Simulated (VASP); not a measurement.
Rh: single point with r2SCAN

Rh:

```
Rh
1.0
     2.68885    0.00000    0.00000
    -1.34442    2.32861    0.00000
     0.00000    0.00000   17.55480
Rh
8
Direct
  0.00000 0.00000 0.50000
  0.00000 0.00000 0.00000
  0.33333 0.66667 0.12500
  0.33333 0.66667 0.62500
  0.00000 0.00000 0.25000
  0.00000 0.00000 0.75000
  0.66667 0.33333 0.37500
  0.66667 0.33333 0.87500
```

This isn't the form of Rh at room conditions, which is fcc.

* Program: VASP 6.6.1
* Task: single point
* Functional: r2SCAN
* Potentials or basis: VASP PAW PBE potentials, release 64 (Rh_pv)
* Cutoff: 520 eV
* k mesh: 12 × 12 × 2
* Occupations: gaussian, width 0.15 eV
* Spin: no spin polarisation
* Dipole correction: no
* Further INCAR settings: ALGO = Normal; EDIFF = 1e-07; NBANDS = 70

| Item | Value |
| --- | --- |
| Pressure | 1.2 GPa |
| Band gap on the k mesh | zero (bands 60 and 61 overlap by 2.06 eV) |

Levels at points of the mesh, in eV from the Fermi level:
```
           k point  band 55  band 56  band 57  band 58  band 59  band 60  band 61  band 62  band 63  band 64
(0.00, 0.00, 0.00)    -1.53    -1.21    -1.21    -1.21    -1.21    -1.05    -1.05    -0.91    -0.91    -0.37
(0.50, 0.00, 0.00)     0.57     0.60     0.60     0.62     0.68     0.84     0.84     0.86     0.88     0.92
(0.00, 0.00, 0.50)    -1.43    -1.43    -1.43    -1.43    -1.00    -1.00    -1.00    -1.00    -0.23    -0.23
(0.50, 0.00, 0.50)     0.38     0.38     0.58     0.58     0.65     0.65     0.85     0.85     0.86     0.86
```

Wall time 20 min on 1 thread of Intel(R) Xeon(R) Platinum 8488C (Sapphire Rapids) (shared host), peak memory 0.36 GiB.

Caveat: the PAW data sets were made with another functional, which shifts forces and pressure a little.
